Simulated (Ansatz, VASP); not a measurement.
One calculation of Sn2Se, two programs

```
CELL_PARAMETERS angstrom
4.26451 0.00000 0.00000
0.00000 4.26451 0.00000
0.00000 0.00000 9.27911
ATOMIC_POSITIONS crystal
Sn 0.50000 0.00000 0.66925
Sn 0.00000 0.50000 0.33075
Sn 0.50000 0.00000 0.02674
Sn 0.00000 0.50000 0.97326
Se 0.50000 0.00000 0.36029
Se 0.00000 0.50000 0.63971
```

Change from the starting cell: species swapped into the Ta2Se type (P4/nmm, No. 129).

Alike in both runs: functional PBE; k mesh 10 × 10 × 4; occupations gaussian, width 0.1 eV; no spin polarisation.

Ansatz relaxed the structure, and its values are those at the end. VASP's run is a single point on that final structure, the one shown.

|  | VASP | Ansatz |
| --- | --- | --- |
| version | VASP 6.6.1 | Ansatz 0.2.0 |
| potentials or method | VASP PAW PBE potentials, release 64 (Sn_d, Se), cutoff 520 eV | scalar-relativistic, plane waves, PAW |
| valence electrons in the cell | 68 | 88 |

```csv
,VASP,Ansatz,Ansatz less VASP
gap on the k mesh at the Fermi level (eV),none,none,-
pressure (GPa),0.0,0.0,+0.01
```

A gap of «none» marks a metal or a gap that the smearing closes. The functional is the same, so the differences come from potentials, cutoffs and numerics. VASP's potentials hold 68 valence electrons a cell and Ansatz's 88, so a difference there can come from the potentials and not from the codes.
